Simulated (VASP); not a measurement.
**PtSe2 (Sudovikovite): single point with PBE**

Crystal: PtSe2 (Sudovikovite).

```
Pt Se
1.0
     3.67367    0.00000    0.00000
    -1.83683    3.18149    0.00000
     0.00000    0.00000    4.99359
Pt Se
1 2
Direct
  0.00000 0.00000 0.00000
  0.33333 0.66667 0.25000
  0.66667 0.33333 0.75000
```

```json
{
  "Program": "VASP 6.6.1",
  "Task": "single point",
  "Functional": "PBE",
  "Potentials or basis": "VASP PAW PBE potentials, release 64 (Pt, Se)",
  "Cutoff": "500 eV",
  "k mesh": "9 × 9 × 6",
  "Occupations": "fermi-dirac, width 0.05 eV",
  "Spin": "no spin polarisation",
  "Dipole correction": "no",
  "Further INCAR settings": "ALGO = Normal; EDIFF = 1e-06; NBANDS = 18"
}
```

```
Pressure               : 13.9 GPa
Largest force          : 1.144 eV/Å
Band gap on the k mesh : zero (band 11 reaches 7.53 eV, above the bottom of band 12 at 7.14 eV)
```

Forces on the atoms (eV/Å):
```
Pt   0.000  0.000  0.000
Se   0.000  0.000  1.144
Se   0.000  0.000 -1.144
```

Stress tensor (GPa, compression positive):
```
15.31  0.00  0.00
 0.00 15.31  0.00
 0.00  0.00 11.01
```

Levels at points of the mesh, in eV from the Fermi level:
```
           k point  band 7  band 8  band 9  band 10  band 11  band 12  band 13  band 14  band 15  band 16
(0.00, 0.00, 0.00)   -4.34   -2.78   -1.18    -1.18     0.36     1.47     1.47     3.45     4.46     7.20
(0.00, 0.00, 0.50)   -4.38   -3.17   -1.74    -1.64    -1.64     2.39     2.39     4.72     6.53     6.68
```

Run time: 70 s on 1 thread of Intel Xeon 8259CL (shared host), peak memory 0.21 GiB.

Caveat: spin-orbit coupling is left out, which moves the levels of the heavy elements; forces of over 1 eV/Å act on the atoms, so gaps and moduli don't describe the material at rest.
